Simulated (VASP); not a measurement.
A run of VASP 6.6.1 is set up as follows.

File INCAR:

```
ALGO = Normal
EDIFF = 1E-6
ENCUT = 520
ISIF = 2
ISMEAR = 0
LASPH = True
LCHARG = False
LREAL = False
LWAVE = False
NBANDS = 16
NELM = 80
PREC = Accurate
SIGMA = 0.05
```

KPOINTS

```
k-points
0
Gamma
  12 12 6
```

Contents of POSCAR:

```
SiC
1.0
    3.1686080176      0.0000000000      0.0000000000
   -1.5843040088      2.7440950379      0.0000000000
    0.0000000000      0.0000000000      5.4132499372
Si C
2 2
Direct
    0.3333333333      0.6666666667      0.0046041256
    0.6666666667      0.3333333333      0.5046041256
    0.3333333333      0.6666666667      0.3803958744
    0.6666666667      0.3333333333      0.8803958744
```

Potentials or basis: VASP PAW LDA potentials, release 64 (Si, C).

Command:

```console
$ cat potpaw_LDA.64/Si/POTCAR potpaw_LDA.64/C/POTCAR > POTCAR
$ mpirun -np 1 vasp_std > vasp.out
```

Task: Predict the band gap on the k mesh.

Result: 2.24 eV, indirect (least direct gap 3.95 eV).

Task: Predict the pressure.

Result: -24.8 GPa.

Stress tensor (GPa, compression positive):
```
-19.89   0.00   0.00
  0.00 -19.89   0.00
  0.00   0.00 -34.54
```

 A k mesh can miss the band edges.
